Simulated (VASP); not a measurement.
SrO: single point with r2SCAN

Crystal: SrO.

```
CELL_PARAMETERS angstrom
0.00000 2.56322 2.56322
2.56322 0.00000 2.56322
2.56322 2.56322 0.00000
ATOMIC_POSITIONS crystal
Sr 0.50000 0.50000 0.50000
O 0.00000 0.00000 0.00000
```

```yaml
Program: VASP 6.6.1
Task: single point
Functional: r2SCAN
Potentials_or_basis: VASP PAW PBE potentials, release 64 (Sr_sv, O)
Cutoff: 520 eV
k_mesh: 10 × 10 × 10
Occupations: fermi-dirac, width 0.02 eV
Spin: no spin polarisation
Dipole_correction: no
Further_INCAR_settings: ALGO = Normal; EDIFF = 1e-06; NBANDS = 15
```

| Property | Result |
| --- | --- |
| Pressure | 2.5 GPa |
| Band gap on the k mesh | 3.74 eV (least direct gap 3.82 eV) |

Levels at points of the mesh, in eV from the valence-band top:
| k point | band 5 | band 6 | band 7 | band 8 | band 9 | band 10 | band 11 | band 12 |
| --- | --- | --- | --- | --- | --- | --- | --- | --- |
| (0.00, 0.00, 0.00) | -14.45 | 0.00 | 0.00 | 0.00 | 4.73 | 6.80 | 6.80 | 6.80 |
| (0.50, 0.00, 0.00) | -13.43 | -2.13 | -1.15 | -1.15 | 7.15 | 9.16 | 9.54 | 9.54 |
| (0.50, 0.50, 0.00) | -14.82 | -0.41 | -0.08 | -0.08 | 3.74 | 8.59 | 10.98 | 11.20 |

It took 3.3 min on 1 thread of AMD EPYC 7R13, on a shared host, peak memory 0.15 GiB.

Caveat: the PAW data sets were made with another functional, which shifts forces and pressure a little. r2SCAN opens gaps a little over a GGA but as a rule still falls short of measured ones.
